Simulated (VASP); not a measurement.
## MgO: single point with PBE

The system is MgO.

```xyz
2
Lattice="0.0000 2.1268 2.1268 2.1268 0.0000 2.1268 2.1268 2.1268 0.0000" Properties=species:S:1:pos:R:3 pbc="T T T"
Mg    0.0000    0.0000    0.0000
O     2.1268    2.1268    2.1268
```

```yaml
Program: VASP 6.6.1
Task: single point
Functional: PBE
Potentials_or_basis: VASP PAW PBE potentials, release 64 (Mg, O)
Cutoff: 520 eV
k_mesh: 10 × 10 × 10
Occupations: gaussian, width 0.02 eV
Spin: no spin polarisation
Dipole_correction: no
Further_INCAR_settings: ALGO = Normal; EDIFF = 1e-07; NBANDS = 11
```

```yaml
Pressure: -0.7 GPa
Band_gap_on_the_k_mesh: 4.45 eV, direct
```

Levels at points of the mesh, in eV from the valence-band top:
```tsv
k point	band 1	band 2	band 3	band 4	band 5	band 6	band 7	band 8	band 9
(0.00, 0.00, 0.00)	-17.12	0.00	0.00	0.00	4.45	15.63	15.63	15.63	19.47
(0.50, 0.00, 0.00)	-15.90	-4.49	-0.62	-0.62	7.71	12.27	16.01	16.01	20.45
(0.50, 0.50, 0.00)	-15.66	-3.96	-1.31	-1.31	9.08	9.65	12.79	18.53	18.53
```

Run time: 4.8 s on 1 thread of Intel(R) Xeon(R) Platinum 8559C (Emerald Rapids) (shared host), peak memory 0.14 GiB.
